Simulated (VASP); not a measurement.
# CdF2 in VASP: a series of runs

The runs below take CdF2 through single point, with PBE, r2SCAN.

Everything below comes from runs of VASP 6.6.1. Logs are shortened: lines on timing, memory, paths and dates and some standing lists are left out, and cuts for length are marked.

## Step 1: The cell of the first run

Symmetry: I4/mmm, No. 139, tetragonal system. Conventional cell: a = 3.810 Å, b = 3.810 Å, c = 5.664 Å, α = 90.00°, β = 90.00°, γ = 90.00°. Within 3.1 Å of Cd (site symmetry 4/mmm) lie 8 F at 2.37 Å. Within 3.1 Å of F (site symmetry -4m2) lie 4 Cd at 2.37 Å and 6 F at 2.69 to 2.83 Å.

## Step 2: Single point, PBE (uniaxial z strain +5.1%)

Input file INCAR:

```
ALGO = Normal
EDIFF = 1E-6
ENCUT = 600
GGA = PE
GGA_COMPAT = F
ISIF = 2
ISMEAR = -1
LASPH = T
LCHARG = F
LREAL = F
LWAVE = F
NBANDS = 24
NELM = 120
PREC = Accurate
SIGMA = 0.02
```

Input file KPOINTS:

```
k-points
0
Gamma
  8 8 8
```

Input file POSCAR:

```
CdF2
1.0
    0.0000000000      2.6941776810      2.8321195783
    2.6941776810      0.0000000000      2.8321195783
    2.6941776810      2.6941776810      0.0000000000
Cd F
1 2
Direct
    0.0000000000      0.0000000000      0.0000000000
    0.2500000000      0.2500000000      0.2500000000
    0.7500000000      0.7500000000      0.7500000000
```

Potentials or basis: VASP PAW PBE potentials, release 64 (Cd_sv_GW, F).

On the command line:

```
$ cat potpaw_PBE.64/Cd_sv_GW/POTCAR potpaw_PBE.64/F/POTCAR > POTCAR
$ mpirun -np 1 vasp_std > vasp.out
```

OUTCAR:

```text
EDIFF = 1E-6
   ENCUT = 600
   GGA = PE
   ISIF = 2
   ISMEAR = -1
   LASPH = T
   LREAL = F
   NELM = 120
   PREC = Accurate

 ion  position               nearest neighbor table
   1  0.000  0.000  0.000-
   2  0.250  0.250  0.250-
   3  0.750  0.750  0.750-

  LATTYP: Found a body centered tetragonal cell.
 ALAT       =     3.8101426159
 C/A-ratio  =     1.4866212968

  Lattice vectors:

 A1 = (  -2.6941776810,   0.0000000000,   2.8321195783)
 A2 = (   2.6941776810,   0.0000000000,   2.8321195783)
 A3 = (   0.0000000000,   2.6941776810,  -2.8321195783)

Analysis of symmetry for initial positions (statically):
=====================================================================
 Subroutine PRICEL returns:
 Original cell was already a primitive cell.

 Routine SETGRP: Setting up the symmetry group for a
 body centered tetragonal supercell.

 Subroutine GETGRP returns: Found 16 space group operations
 (whereof 16 operations were pure point group operations)
 out of a pool of 16 trial point group operations.

The static configuration has the point symmetry D_4h.

Analysis of symmetry for dynamics (positions and initial velocities):
=====================================================================
 Subroutine PRICEL returns:
 Original cell was already a primitive cell.

 Routine SETGRP: Setting up the symmetry group for a
 body centered tetragonal supercell.

 Subroutine GETGRP returns: Found 16 space group operations
 (whereof 16 operations were pure point group operations)
 out of a pool of 16 trial point group operations.

The dynamic configuration has the point symmetry D_4h.

 Subroutine INISYM returns: Found 16 space group operations
 (whereof 16 operations are pure point group operations),
 and found     1 'primitive' translations

----------------------------------------------------------------------------------------

                                     Primitive cell

  volume of cell :      41.1144

  direct lattice vectors                    reciprocal lattice vectors
     0.000000000  2.694177681  2.832119578    -0.185585384  0.185585384  0.176546218
     2.694177681  0.000000000  2.832119578     0.185585384 -0.185585384  0.176546218
     2.694177681  2.694177681  0.000000000     0.185585384  0.185585384 -0.176546218

  length of vectors
     3.908899421  3.908899421  3.810142616     0.316310665  0.316310665  0.316310665

  position of ions in fractional coordinates (direct lattice)
     0.000000000  0.000000000  0.000000000
     0.250000000  0.250000000  0.250000000
     0.750000000  0.750000000  0.750000000

  ion indices of the primitive-cell ions
   primitive index   ion index
                 1           1
                 2           2
                 3           3

----------------------------------------------------------------------------------------

 KPOINTS: k-points

Automatic generation of k-mesh.
 Grid dimensions read from file:
 generate k-points for:    8    8    8

 Generating k-lattice:

  Cartesian coordinates                     Fractional coordinates (reciprocal lattice)
    -0.023198173  0.023198173  0.022068277     0.125000000  0.000000000  0.000000000
     0.023198173 -0.023198173  0.022068277     0.000000000  0.125000000  0.000000000
     0.023198173  0.023198173 -0.022068277     0.000000000  0.000000000  0.125000000

  Length of vectors
     0.039538833  0.039538833  0.039538833

  Shift w.r.t. Gamma in fractional coordinates (k-lattice)
     0.000000000  0.000000000  0.000000000

 Subroutine IBZKPT returns following result:
 ===========================================

 Found     59 irreducible k-points:

 Following reciprocal coordinates:
            Coordinates               Weight
  0.000000  0.000000  0.000000      1.000000
  0.125000  0.000000  0.000000      8.000000
  0.250000  0.000000  0.000000      8.000000
  0.375000 -0.000000  0.000000      8.000000
  0.500000  0.000000  0.000000      4.000000
  0.125000  0.125000  0.000000      2.000000
[... 16 lines left out ...]
  0.250000  0.000000  0.125000     16.000000
  0.375000 -0.000000  0.125000     16.000000
 [... further k-points ...]
   k-points           NKPTS =     59   k-points in BZ     NKDIM =     59   number of bands    NBANDS=     24
   number of dos      NEDOS =    301   number of ions     NIONS =      3
   total plane-waves  NPLWV =  30720
   dimension x,y,z NGX =    32 NGY =   32 NGZ =   30
   dimension x,y,z NGXF=    64 NGYF=   64 NGZF=   60
   ions per type =               1   2
   NGX,Y,Z   is equivalent  to a cutoff of  13.61, 13.61, 13.09 a.u.
   NGXF,Y,Z  is equivalent  to a cutoff of  27.22, 27.22, 26.18 a.u.
 SYSTEM =  unknown system
   PREC   = accura    normal or accurate (medium, high low for compatibility)
   ISTART =      0    job   : 0-new  1-cont  2-samecut
   ICHARG =      2    charge: 1-file 2-atom 10-const
   ISPIN  =      1    spin polarized calculation?
   LNONCOLLINEAR =      F non collinear calculations
   LSORBIT =      F    spin-orbit coupling
   LASPH  =      T    aspherical Exc in radial PAW
   ENCUT  =  600.0 eV  44.10 Ry    6.64 a.u.   7.81  7.81  7.61*2*pi/ulx,y,z
   NELM   =    120;   NELMIN=  2; NELMDL= -5     # of ELM steps
   EDIFF  = 0.1E-05   stopping-criterion for ELM
   LREAL  =      F    real-space projection
   EDIFFG = 0.1E-04   stopping-criterion for IOM
   NSW    =      0    number of steps for IOM
   IBRION =     -1    ionic relax: 0-MD 1-quasi-New 2-CG
   NFREE  =      0    steps in history (QN), initial steepest desc. (CG)
   ISIF   =      2    stress and relaxation
   ISYM   =      2    0-nonsym 1-usesym 2-fastsym
   POTIM  = 0.5000    time-step for ionic-motion
   TEBEG  =    0.0;   TEEND  =   0.0 temperature during run
   PSTRESS=    0.0 pullay stress
   NELECT =      34.0000    total number of electrons
   NUPDOWN=      -1.0000    fix difference up-down
   EMIN   =  10.00;   EMAX   =-10.00  energy-range for DOS
   EFERMI =   0.00;   METHOD = LEGACY
   ISMEAR =    -1;   SIGMA  =   0.02  broadening in eV -4-tet -1-fermi 0-gaus
   EFERMI_NEDOS =   21; number of points for ismear=-14 and -15
   IALGO  =     38    algorithm
   IMIX   =      4    mixing-type and parameters
     AMIX     =   0.40;   BMIX     =  1.00
     AMIX_MAG =   1.60;   BMIX_MAG =  1.00
  volume/ion in A,a.u.               =      13.70        92.48
  Fermi-wavevector in a.u.,A,eV,Ry     =   1.536632  2.903813 32.126579  2.361237
  Thomas-Fermi vector in A             =   2.643253
   LORBIT       =      0    0 simple, 1 ext, 2 COOP (PROOUT), +10 PAW based schemes
   GGA     = PE    functional components
   LHFCALC =     F    Hartree Fock is set to
   AEXX    =    0.0000 exact exchange contribution
   IVDW    =     0    specifies the selected vdW correction
   LEPSILON=     F    determine dielectric tensor
   LRPA    =     F    only Hartree local field effects (RPA)
 non-spin polarized calculation
  energy-cutoff  :      600.00
  volume of cell :       41.11
 maximum number of plane-waves:      1396
   NGX = 15   NGY = 15   NGZ = 15

 number of electron      33.9999997 magnetization

 Free energy of the ion-electron system (eV)
  ---------------------------------------------------
  ext. energy  EPLUGINS =         0.00000000
  ---------------------------------------------------
  free energy    TOTEN  =       -10.98746258 eV

  energy without entropy =      -10.98746258  energy(sigma->0) =      -10.98746258

 E-fermi :   1.0082     XC(G=0): -10.2794

 val. band max:        0.2480128640   @ k =  -0.2500   0.2500   0.5000
 cond. band min:       3.0744559116   @ k =   0.0000   0.0000   0.0000
 fundamental gap:      2.8264430476
 Fermi energy:         1.0081905121

 k-point     1 :       0.0000    0.0000    0.0000
  band No.  band energies     occupation
      1     -98.3565      2.00000
      2     -59.4572      2.00000
      3     -59.4572      2.00000
      4     -59.4367      2.00000
      5     -20.3410      2.00000
      6     -19.3630      2.00000
[... 16 lines left out ...]
     23      19.2081      0.00000
     24      20.2888      0.00000

 k-point     2 :       0.1250    0.0000    0.0000
  band No.  band energies     occupation
      1     -98.3565      2.00000
      2     -59.4574      2.00000
      3     -59.4572      2.00000
      4     -59.4368      2.00000
      5     -20.2970      2.00000
      6     -19.4013      2.00000
[... 16 lines left out ...]
     23      18.8147      0.00000
     24      19.8172      0.00000

 k-point     3 :       0.2500    0.0000    0.0000
  band No.  band energies     occupation
      1     -98.3565      2.00000
      2     -59.4579      2.00000
      3     -59.4573      2.00000
      4     -59.4370      2.00000
      5     -20.1772      2.00000
      6     -19.5060      2.00000
[... 16 lines left out ...]
     23      19.0575      0.00000
     24      19.2096      0.00000

 k-point     4 :       0.3750   -0.0000    0.0000
  band No.  band energies     occupation
      1     -98.3565      2.00000
      2     -59.4584      2.00000
      3     -59.4574      2.00000
      4     -59.4372      2.00000
      5     -20.0121      2.00000
      6     -19.6537      2.00000
[... 16 lines left out ...]
     23      18.5023      0.00000
     24      18.7264      0.00000

 k-point     5 :       0.5000    0.0000    0.0000
  band No.  band energies     occupation
      1     -98.3565      2.00000
      2     -59.4586      2.00000
      3     -59.4574      2.00000
      4     -59.4374      2.00000
      5     -19.8593      2.00000
      6     -19.7987      2.00000
[... 16 lines left out ...]
     23      18.2934      0.00000
     24      18.3884      0.00000

 k-point     6 :       0.1250    0.1250    0.0000
  band No.  band energies     occupation
      1     -98.3565      2.00000
      2     -59.4573      2.00000
      3     -59.4573      2.00000
      4     -59.4370      2.00000
      5     -20.2928      2.00000
      6     -19.4020      2.00000
[... 16 lines left out ...]
     23      19.1043      0.00000
     24      20.3838      0.00000
[... 379 lines left out ...]
 k-point    21 :       0.5000    0.5000    0.0000
  band No.  band energies     occupation
      1     -98.3565      2.00000
      2     -59.4577      2.00000
      3     -59.4577      2.00000
      4     -59.4382      2.00000
      5     -19.9980      2.00000
      6     -19.6202      2.00000
[... 16 lines left out ...]
     23      18.8409      0.00000
     24      21.1898      0.00000

 k-point    22 :       0.1250    0.0000    0.1250
  band No.  band energies     occupation
      1     -98.3565      2.00000
      2     -59.4575      2.00000
      3     -59.4573      2.00000
      4     -59.4368      2.00000
      5     -20.2788      2.00000
      6     -19.4176      2.00000
[... 16 lines left out ...]
     23      19.3300      0.00000
     24      19.8648      0.00000

 k-point    23 :       0.2500    0.0000    0.1250
  band No.  band energies     occupation
      1     -98.3565      2.00000
      2     -59.4580      2.00000
      3     -59.4574      2.00000
      4     -59.4369      2.00000
      5     -20.1836      2.00000
      6     -19.4994      2.00000
[... 16 lines left out ...]
     23      19.3400      0.00000
     24      20.6382      0.00000

 k-point    24 :       0.3750   -0.0000    0.1250
  band No.  band energies     occupation
      1     -98.3565      2.00000
      2     -59.4583      2.00000
      3     -59.4575      2.00000
      4     -59.4371      2.00000
      5     -20.0372      2.00000
      6     -19.6269      2.00000
[... 16 lines left out ...]
     23      18.8068      0.00000
     24      20.6376      0.00000

 [... further k-points ...]
[... 5 lines left out ...]
  --------------------------------------------------------------------------------------
  -------------------------------------------------------------------------------------
  Total        0.2780024      0.2780024     -1.0720374      0.0000000     -0.0000000     -0.0000000
  in kB       10.8334087     10.8334087    -41.7759614      0.0000000     -0.0000000     -0.0000000
  external PRESSURE =      -6.7030480 kB  Pullay stress =       0.0000000 kB

 VOLUME and BASIS-vectors are now :
 -----------------------------------------------------------------------------
  energy-cutoff  :      600.00
  volume of cell :       41.11
      direct lattice vectors                 reciprocal lattice vectors
     0.000000000  2.694177681  2.832119578    -0.185585384  0.185585384  0.176546218
     2.694177681  0.000000000  2.832119578     0.185585384 -0.185585384  0.176546218
     2.694177681  2.694177681  0.000000000     0.185585384  0.185585384 -0.176546218

 POSITION                                       TOTAL-FORCE (eV/Angst)
 -----------------------------------------------------------------------------------
      0.00000      0.00000      0.00000         0.000000      0.000000      0.000000
      1.34709      1.34709      1.41606        -0.000000     -0.000000     -0.000000
      4.04127      4.04127      4.24818        -0.000000     -0.000000     -0.000000
 -----------------------------------------------------------------------------------
    total drift:                                0.000000     -0.000000      0.000000

  FREE ENERGIE OF THE ION-ELECTRON SYSTEM (eV)
  ---------------------------------------------------
  free  energy   TOTEN  =       -10.9874625805 eV

  energy  without entropy=      -10.9874625805  energy(sigma->0) =      -10.98746258
```

It took 46 s on 1 thread of Intel Xeon Platinum 8375C at 2.90GHz (Ice Lake), shared host; peak memory 0.24 GiB.

Results:

- Free energy: -10.9875 eV
- Pressure: -0.7 GPa
- Band gap on the k mesh: 2.83 eV (least direct gap 3.36 eV)

Stress tensor (GPa, compression positive):
```
 1.08  0.00  0.00
 0.00  1.08  0.00
 0.00  0.00 -4.18
```

Levels at points of the mesh, in eV from the valence-band top:
```
           k point  band 14  band 15  band 16  band 17  band 18  band 19  band 20  band 21
(0.00, 0.00, 0.00)    -0.77    -0.67    -0.67    -0.53     2.83    12.36    12.36    12.51
(0.50, 0.00, 0.00)    -1.76    -1.65    -0.50    -0.47     6.73     8.89    13.86    14.19
(0.50, 0.50, 0.00)    -2.70    -0.64    -0.08    -0.08     7.55     9.43    11.81    13.91
(0.50, 0.00, 0.50)    -2.71    -0.37    -0.23    -0.06     7.51     9.27    11.77    13.40
```

Caveat: the cell differs from its parent crystal (uniaxial z strain +5.1%). A k mesh can miss the band edges.

## Step 3: Single point, r2SCAN (epitaxial 111 strain +0.5%)

Input file POSCAR:

```
CdF2
1.0
   -0.0188215442      2.6877493542      2.6877493542
    2.6877493542     -0.0188215442      2.6877493542
    2.6877493542      2.6877493542     -0.0188215442
Cd F
1 2
Direct
    0.0000000000      0.0000000000      0.0000000000
    0.2502885381      0.2502885381      0.2502885381
    0.7497114619      0.7497114619      0.7497114619
```

Input file INCAR.step1:

```
  PREC = Accurate
  ENCUT = 660
  ISMEAR = 0
  SIGMA = 0.01
  LREAL = F
  LASPH = T
  NELM = 120
  NBANDS = 24
  GGA = PE
  ALGO = Normal
  EDIFF = 1E-5
  LWAVE = T
  LCHARG = F
  GGA_COMPAT = F
```

Input file INCAR.step2:

```
  PREC = Accurate
  ENCUT = 660
  EDIFF = 1E-6
  ISMEAR = 0
  SIGMA = 0.01
  LREAL = F
  LASPH = T
  NELM = 120
  ALGO = Normal
  ISIF = 2
  LWAVE = F
  LCHARG = F
  METAGGA = R2SCAN
  LMIXTAU = T
  NBANDS = 24
  ISTART = 1
  GGA_COMPAT = F
```

Input file KPOINTS:

```
Automatic mesh
0
Gamma
  8 8 8
```

Potentials or basis: VASP PAW PBE potentials, release 64 (Cd_sv_GW, F).

On the command line:

```
$ cat potpaw_PBE.64/Cd_sv_GW/POTCAR potpaw_PBE.64/F/POTCAR > POTCAR
$ cp INCAR.step1 INCAR
$ mpirun -np 1 vasp_std > vasp.out
$ cp INCAR.step2 INCAR
$ mpirun -np 1 vasp_std > vasp.out
```

Run time: 2.3 min. Hardware: 1 thread of Intel Xeon Platinum 8559C (Emerald Rapids), shared host; peak memory 0.25 GiB.

Results (log left out):

- Free energy: -33.8435 eV
- Pressure: -0.9 GPa
- Largest force: 0.007 eV/Å
- Band gap on the k mesh: 3.77 eV (least direct gap 4.27 eV)

Forces in eV/Å, atoms in the order of the input:
```
Cd   0.000  0.000  0.000
F    0.004  0.004  0.004
F   -0.004 -0.004 -0.004
```

Stress tensor (GPa, compression positive):
```
-0.89  0.18  0.18
 0.18 -0.89  0.18
 0.18  0.18 -0.89
```

Levels at points of the mesh, in eV from the valence-band top:
```
           k point  band 15  band 16  band 17  band 18  band 19  band 20
(0.00, 0.00, 0.00)    -0.54    -0.54    -0.49     3.77    13.53    13.53
(0.50, 0.00, 0.00)    -1.83    -0.41    -0.40     7.97     9.67    15.54
(0.50, 0.50, 0.00)    -0.52    -0.10    -0.08     8.88    10.55    12.20
(0.50, 0.50, 0.50)    -1.83    -0.44    -0.44     8.04     9.73    15.53
```

Caveat: the cell differs from its parent crystal (epitaxial 111 strain +0.5%); the PAW data sets were made with another functional, which shifts forces and pressure a little. A k mesh can miss the band edges.

## Step 4: Single point, r2SCAN (shear xy strain -1.1%)

Input file POSCAR:

```
CdF2
1.0
   -0.0153568128      2.6941776810      2.6941776810
    2.6941776810     -0.0153568128      2.6941776810
    2.6788208683      2.6788208683      0.0000000000
Cd F
1 2
Direct
    0.0000000000      0.0000000000      0.0000000000
    0.2506371142      0.2506371142      0.2493628858
    0.7493628858      0.7493628858      0.7506371142
```

Input file INCAR.step1:

```
PREC = Accurate
ENCUT = 660
ISMEAR = 0
SIGMA = 0.01
LREAL = False
LASPH = True
NELM = 120
NBANDS = 24
GGA = PE
ALGO = Normal
EDIFF = 1E-5
LWAVE = True
LCHARG = False
GGA_COMPAT = False
```

Input file INCAR.step2:

```
PREC = Accurate
ENCUT = 660
EDIFF = 1E-6
ISMEAR = 0
SIGMA = 0.01
LREAL = False
LASPH = True
NELM = 120
ALGO = Normal
ISIF = 2
LWAVE = False
LCHARG = False
METAGGA = R2SCAN
LMIXTAU = True
NBANDS = 24
ISTART = 1
GGA_COMPAT = False
```

Input file KPOINTS:

```
regular mesh
0
Gamma
  8 8 8
```

On the command line:

```
$ cat potpaw_PBE.64/Cd_sv_GW/POTCAR potpaw_PBE.64/F/POTCAR > POTCAR
$ cp INCAR.step1 INCAR
$ mpirun -np 1 vasp_std > vasp.out
$ cp INCAR.step2 INCAR
$ mpirun -np 1 vasp_std > vasp.out
```

Run time: 3.4 min. Hardware: 1 thread of AMD EPYC 9R45 (Zen 5), shared host; peak memory 0.26 GiB.

It converged, with:

* Free energy: -33.8437 eV
* Pressure: -0.5 GPa
* Band gap on the k mesh: 3.79 eV (least direct gap 4.28 eV)

Stress tensor (GPa, compression positive):
```
-0.53  0.28  0.00
 0.28 -0.53  0.00
 0.00  0.00 -0.53
```

Levels at points of the mesh, in eV from the valence-band top:
```csv
k point,band 13,band 14,band 15,band 16,band 17,band 18,band 19,band 20,band 21,band 22
"(0.00, 0.00, 0.00)",-0.99,-0.97,-0.54,-0.52,-0.49,3.79,13.50,13.61,13.72,17.94
"(0.50, 0.00, 0.00)",-2.27,-1.85,-1.84,-0.40,-0.39,7.99,9.67,15.60,15.68,18.94
"(0.50, 0.50, 0.00)",-2.98,-2.94,-0.52,-0.11,-0.08,8.90,10.57,12.21,15.20,15.41
"(0.00, 0.00, 0.50)",-2.29,-1.85,-1.84,-0.43,-0.42,8.04,9.72,15.54,15.62,18.88
"(0.50, 0.00, 0.50)",-2.96,-2.96,-0.52,-0.09,-0.09,8.91,10.57,12.21,15.30,15.30
```

Caveat: the cell differs from its parent crystal (shear xy strain -1.1%); the PAW data sets were made with another functional, which shifts forces and pressure a little.

## Step 5: The runs side by side

```tsv
level	cell	cutoff (eV)	smearing	gap on the mesh (eV)	pressure (GPa)
PBE	a = 3.909, b = 3.909, c = 3.810 Å, angles 60.8, 60.8, 58.3°, 3 atoms	600	fermi-dirac 0.02 eV	2.83	-0.7
r2SCAN	a = 3.801 Å, angles 60.5°, 3 atoms	660	gaussian 0.01 eV	3.77	-0.9
r2SCAN	a = 3.810, b = 3.810, c = 3.788 Å, angles 60.2, 60.2, 60.4°, 3 atoms	660	gaussian 0.01 eV	3.79	-0.5
```

Alike in all rows: task single point; potentials or basis VASP PAW PBE potentials, release 64 (Cd_sv_GW, F); no spin polarisation; k mesh 8 × 8 × 8.

Caveats: the PAW data sets were made with another functional, which shifts forces and pressure a little (at least some runs).

Total energies depend on the potentials used, so only differences within one code and one set of settings carry meaning.
